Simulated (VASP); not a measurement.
# ZrS4 (Pm-3m) in VASP: a series of runs

ZrS4 is run at these levels: PBE; tasks: single point, relaxation of cell and atoms.

Program: VASP 6.6.1. These are calculated values, not measurements. Logs are shortened: lines on timing, memory, paths and dates and some standing lists are left out, and cuts for length are marked.

### 1 The cell of the first run

Symmetry: Pm-3m, No. 221, cubic system. Conventional cell: a = 4.960 Å, b = 4.960 Å, c = 4.960 Å, α = 90.00°, β = 90.00°, γ = 90.00°. Within 3.3 Å of Zr (site symmetry m-3m) lie 6 S at 2.48 Å. S (site symmetry 4/mmm) has 2 Zr at 2.48 Å within 3.3 Å. Within 4.6 Å of S (site symmetry m-3m) lie 12 S at 3.51 Å and 8 Zr at 4.30 Å.

The cell was built from a structure type or drawn by symmetry, and may not be a known phase.

### 2 Single point, PBE

File INCAR:

```
ALGO = Normal
EDIFF = 1E-6
ENCUT = 520
GGA = PE
ISIF = 2
ISMEAR = 0
LASPH = T
LCHARG = F
LREAL = F
LWAVE = F
NBANDS = 26
NELM = 100
PREC = Accurate
SIGMA = 0.1
```

File KPOINTS:

```
k-points
0
Gamma
  8 8 8
```

File POSCAR:

```
ZrS4
1.0
    4.9604588500      0.0000000000      0.0000000000
    0.0000000000      4.9604588500      0.0000000000
    0.0000000000      0.0000000000      4.9604588500
Zr S
1 4
Direct
    0.5000000000      0.5000000000      0.5000000000
    0.0000000000      0.5000000000      0.5000000000
    0.5000000000      0.0000000000      0.5000000000
    0.5000000000      0.5000000000      0.0000000000
    0.0000000000      0.0000000000      0.0000000000
```

Potentials or basis: VASP PAW PBE potentials, release 64 (Zr_sv, S).

On the command line:

```
> cat potpaw_PBE.64/Zr_sv/POTCAR potpaw_PBE.64/S/POTCAR > POTCAR
> mpirun -np 1 vasp_std > vasp.out
```

OUTCAR:

```text
EDIFF = 1E-6
   ENCUT = 520
   GGA = PE
   ISIF = 2
   ISMEAR = 0
   LASPH = T
   LREAL = F
   NELM = 100
   PREC = Accurate

 ion  position               nearest neighbor table
   1  0.500  0.500  0.500-   2 2.48   3 2.48   4 2.48   4 2.48   3 2.48   2 2.48
   2  0.000  0.500  0.500-   1 2.48   1 2.48
   3  0.500  0.000  0.500-   1 2.48   1 2.48
   4  0.500  0.500  0.000-   1 2.48   1 2.48
   5  0.000  0.000  0.000-

  LATTYP: Found a simple cubic cell.
 ALAT       =     4.9604588500

  Lattice vectors:

 A1 = (   4.9604588500,   0.0000000000,   0.0000000000)
 A2 = (   0.0000000000,   4.9604588500,   0.0000000000)
 A3 = (   0.0000000000,   0.0000000000,   4.9604588500)

Analysis of symmetry for initial positions (statically):
=====================================================================
 Subroutine PRICEL returns:
 Original cell was already a primitive cell.

 Routine SETGRP: Setting up the symmetry group for a
 simple cubic supercell.

 Subroutine GETGRP returns: Found 48 space group operations
 (whereof 48 operations were pure point group operations)
 out of a pool of 48 trial point group operations.

The static configuration has the point symmetry O_h .

Analysis of symmetry for dynamics (positions and initial velocities):
=====================================================================
 Subroutine PRICEL returns:
 Original cell was already a primitive cell.

 Routine SETGRP: Setting up the symmetry group for a
 simple cubic supercell.

 Subroutine GETGRP returns: Found 48 space group operations
 (whereof 48 operations were pure point group operations)
 out of a pool of 48 trial point group operations.

The dynamic configuration has the point symmetry O_h .

 Subroutine INISYM returns: Found 48 space group operations
 (whereof 48 operations are pure point group operations),
 and found     1 'primitive' translations

----------------------------------------------------------------------------------------

                                     Primitive cell

  volume of cell :     122.0578

[... 88 lines left out ...]
   ISPIN  =      1    spin polarized calculation?
   LNONCOLLINEAR =      F non collinear calculations
   LSORBIT =      F    spin-orbit coupling
   LASPH  =      T    aspherical Exc in radial PAW
   ENCUT  =  520.0 eV  38.22 Ry    6.18 a.u.   9.22  9.22  9.22*2*pi/ulx,y,z
   NELM   =    100;   NELMIN=  2; NELMDL= -5     # of ELM steps
   EDIFF  = 0.1E-05   stopping-criterion for ELM
   LREAL  =      F    real-space projection
   EDIFFG = 0.1E-04   stopping-criterion for IOM
   NSW    =      0    number of steps for IOM
   IBRION =     -1    ionic relax: 0-MD 1-quasi-New 2-CG
   NFREE  =      0    steps in history (QN), initial steepest desc. (CG)
   ISIF   =      2    stress and relaxation
   ISYM   =      2    0-nonsym 1-usesym 2-fastsym
   POTIM  = 0.5000    time-step for ionic-motion
   TEBEG  =    0.0;   TEEND  =   0.0 temperature during run
   PSTRESS=    0.0 pullay stress
   NELECT =      36.0000    total number of electrons
   NUPDOWN=      -1.0000    fix difference up-down
   EMIN   =  10.00;   EMAX   =-10.00  energy-range for DOS
   EFERMI =   0.00;   METHOD = LEGACY
   ISMEAR =     0;   SIGMA  =   0.10  broadening in eV -4-tet -1-fermi 0-gaus
   EFERMI_NEDOS =   21; number of points for ismear=-14 and -15
   IALGO  =     38    algorithm
   IMIX   =      4    mixing-type and parameters
     AMIX     =   0.40;   BMIX     =  1.00
     AMIX_MAG =   1.60;   BMIX_MAG =  1.00
  volume/ion in A,a.u.               =      24.41       164.74
  Fermi-wavevector in a.u.,A,eV,Ry     =   1.089734  2.059299 16.157192  1.187520
  Thomas-Fermi vector in A             =   2.225943
   LORBIT       =      0    0 simple, 1 ext, 2 COOP (PROOUT), +10 PAW based schemes
   GGA     = PE    functional components
   LHFCALC =     F    Hartree Fock is set to
   AEXX    =    0.0000 exact exchange contribution
   IVDW    =     0    specifies the selected vdW correction
   LEPSILON=     F    determine dielectric tensor
   LRPA    =     F    only Hartree local field effects (RPA)
 non-spin polarized calculation
 Gauss-broadening in eV      SIGMA  =   0.10
  energy-cutoff  :      520.00
  volume of cell :      122.06
 maximum number of plane-waves:      3328
 NGX is ok and might be reduce to    40
   NGX = 19   NGY = 19   NGZ = 19

 number of electron      36.0000004 magnetization

 Free energy of the ion-electron system (eV)
  ---------------------------------------------------
  ext. energy  EPLUGINS =         0.00000000
  ---------------------------------------------------
  free energy    TOTEN  =       -24.64855017 eV

  energy without entropy =      -24.61167017  energy(sigma->0) =      -24.63011017

 E-fermi :   2.9843     XC(G=0):  -9.1925

 val. band max:        2.9765581694   @ k =   0.5000   0.5000   0.3750
 cond. band min:       2.9849233972   @ k =   0.5000   0.2500   0.2500
 fundamental gap:      0.0083652278
 Fermi energy:         2.9843189849

 k-point     1 :       0.0000    0.0000    0.0000
  band No.  band energies     occupation
      1     -45.6684      2.00000
      2     -23.7613      2.00000
      3     -23.7613      2.00000
      4     -23.7613      2.00000
      5      -9.6956      2.00000
      6      -8.5587      2.00000
[... 685 lines left out ...]
     25      10.9078      0.00000
     26      11.5632      0.00000

 [... further k-points ...]

------------------------ aborting loop because EDIFF is reached ----------------------------------------

  FORCE on cell =-STRESS in cart. coord.  units (eV):
  Direction    XX          YY          ZZ          XY          YZ          ZX
  --------------------------------------------------------------------------------------
  -------------------------------------------------------------------------------------
  Total       -0.0145018     -0.0145018     -0.0145018      0.0000000      0.0000000      0.0000000
  in kB       -0.1903566     -0.1903566     -0.1903566      0.0000000      0.0000000      0.0000000
  external PRESSURE =      -0.1903566 kB  Pullay stress =       0.0000000 kB

 VOLUME and BASIS-vectors are now :
 -----------------------------------------------------------------------------
  energy-cutoff  :      520.00
  volume of cell :      122.06
      direct lattice vectors                 reciprocal lattice vectors
     4.960458850  0.000000000  0.000000000     0.201594254  0.000000000  0.000000000
     0.000000000  4.960458850  0.000000000     0.000000000  0.201594254  0.000000000
     0.000000000  0.000000000  4.960458850     0.000000000  0.000000000  0.201594254

 POSITION                                       TOTAL-FORCE (eV/Angst)
 -----------------------------------------------------------------------------------
      2.48023      2.48023      2.48023         0.000000      0.000000      0.000000
      0.00000      2.48023      2.48023         0.000000      0.000000      0.000000
      2.48023      0.00000      2.48023         0.000000      0.000000      0.000000
      2.48023      2.48023      0.00000         0.000000      0.000000      0.000000
      0.00000      0.00000      0.00000         0.000000      0.000000      0.000000
 -----------------------------------------------------------------------------------
    total drift:                                0.000000      0.000000     -0.000000

  FREE ENERGIE OF THE ION-ELECTRON SYSTEM (eV)
  ---------------------------------------------------
  free  energy   TOTEN  =       -24.6485501665 eV

  energy  without entropy=      -24.6116701720  energy(sigma->0) =      -24.63011017
```

OSZICAR:

```text
N       E                     dE             d eps       ncg     rms          rms(c)
DAV:   1     0.244462914778E+03    0.24446E+03   -0.16528E+04  1820   0.122E+03
DAV:   2    -0.718804483992E+01   -0.25165E+03   -0.24509E+03  2314   0.279E+02
DAV:   3    -0.256101590565E+02   -0.18422E+02   -0.18179E+02  2936   0.682E+01
DAV:   4    -0.265333099237E+02   -0.92315E+00   -0.92048E+00  2698   0.124E+01
DAV:   5    -0.265771954931E+02   -0.43886E-01   -0.43882E-01  2682   0.182E+00    0.185E+01
DAV:   6    -0.271022389564E+02   -0.52504E+00   -0.30213E+01  1954   0.142E+01    0.114E+01
DAV:   7    -0.246754901979E+02    0.24267E+01   -0.38478E+00  2264   0.891E+00    0.721E+00
DAV:   8    -0.246493680348E+02    0.26122E-01   -0.48579E-01  2064   0.347E+00    0.185E+00
DAV:   9    -0.246481558730E+02    0.12122E-02   -0.43098E-02  2454   0.999E-01    0.502E-01
DAV:  10    -0.246490236156E+02   -0.86774E-03   -0.67525E-03  2324   0.412E-01    0.233E-01
DAV:  11    -0.246493906227E+02   -0.36701E-03   -0.55999E-03  2292   0.249E-01    0.205E-01
DAV:  12    -0.246486487389E+02    0.74188E-03   -0.27385E-03  2254   0.188E-01    0.751E-02
DAV:  13    -0.246485483923E+02    0.10035E-03   -0.26728E-04  2030   0.715E-02    0.109E-02
DAV:  14    -0.246485503168E+02   -0.19244E-05   -0.18938E-05  2044   0.216E-02    0.669E-03
DAV:  15    -0.246485501665E+02    0.15030E-06   -0.88781E-07  1186   0.449E-03
   1 F= -.24648550E+02 E0= -.24630110E+02  d E =-.368800E-01
```

Wall time 49 s (1 thread of Intel Xeon 6975P-C (Granite Rapids), shared host); peak memory 0.29 GiB.

What came out:

```yaml
Free_energy: -24.6486 eV
Pressure: 0.0 GPa
Band_gap_on_the_k_mesh: zero (bands 18 and 19 overlap by 0.90 eV)
```

Levels at points of the mesh, in eV from the Fermi level:
```csv
k point,band 16,band 17,band 18,band 19,band 20,band 21
"(0.00, 0.00, 0.00)",-0.74,-0.74,0.68,0.68,0.68,1.10
"(0.50, 0.00, 0.00)",-0.81,-0.40,-0.40,-0.13,-0.13,1.17
"(0.50, 0.50, 0.00)",-1.69,-0.82,0.35,0.44,0.44,3.47
"(0.50, 0.50, 0.50)",0.11,0.11,0.38,0.38,0.38,4.44
```

### 3 Relaxation of cell and atoms, PBE

File INCAR:

```
  PREC = Accurate
  ENCUT = 600
  EDIFF = 1E-6
  ISMEAR = 0
  SIGMA = 0.1
  LREAL = False
  LASPH = True
  NELM = 60
  ALGO = Normal
  ISIF = 3
  LWAVE = False
  LCHARG = False
  GGA = PE
  IBRION = 2
  NSW = 100
  EDIFFG = -0.01
```

File KPOINTS:

```
Automatic mesh
0
Gamma
  8 8 8
```

POSCAR is that of step 2.

Potentials or basis: VASP PAW PBE potentials, release 64 (Zr_sv, S).

On the command line:

```
> cat potpaw_PBE.64/Zr_sv/POTCAR potpaw_PBE.64/S/POTCAR > POTCAR
> mpirun -np 1 vasp_std > vasp.out
```

It took 50 s on 1 thread of Intel Xeon 6975P-C (Granite Rapids), shared host; peak memory 0.29 GiB.

The run converged. Its results:

```
Free energy             : -24.6488 eV
Pressure after relaxing : 0.0 GPa
Band gap on the k mesh  : zero (bands 18 and 19 overlap by 0.90 eV)
```

Final structure:
```xyz
5
Lattice="4.9605 0.0000 0.0000 0.0000 4.9605 0.0000 0.0000 0.0000 4.9605" Properties=species:S:1:pos:R:3 pbc="T T T"
Zr    2.4802    2.4802    2.4802
S     0.0000    2.4802    2.4802
S     2.4802    0.0000    2.4802
S     2.4802    2.4802    0.0000
S     0.0000    0.0000    0.0000
```

Levels at points of the mesh, in eV from the Fermi level:
```
           k point  band 15  band 16  band 17  band 18  band 19  band 20  band 21  band 22
(0.00, 0.00, 0.00)    -0.74    -0.74    -0.74     0.68     0.68     0.68     1.10     1.10
(0.50, 0.00, 0.00)    -1.09    -0.81    -0.40    -0.40    -0.13    -0.13     1.17     3.33
(0.50, 0.50, 0.00)    -2.06    -1.69    -0.82     0.35     0.44     0.44     3.47     3.47
(0.50, 0.50, 0.50)     0.11     0.11     0.11     0.38     0.38     0.38     4.44     4.44
```

Caveat: the relaxation stopped at its first step, so nothing moved.
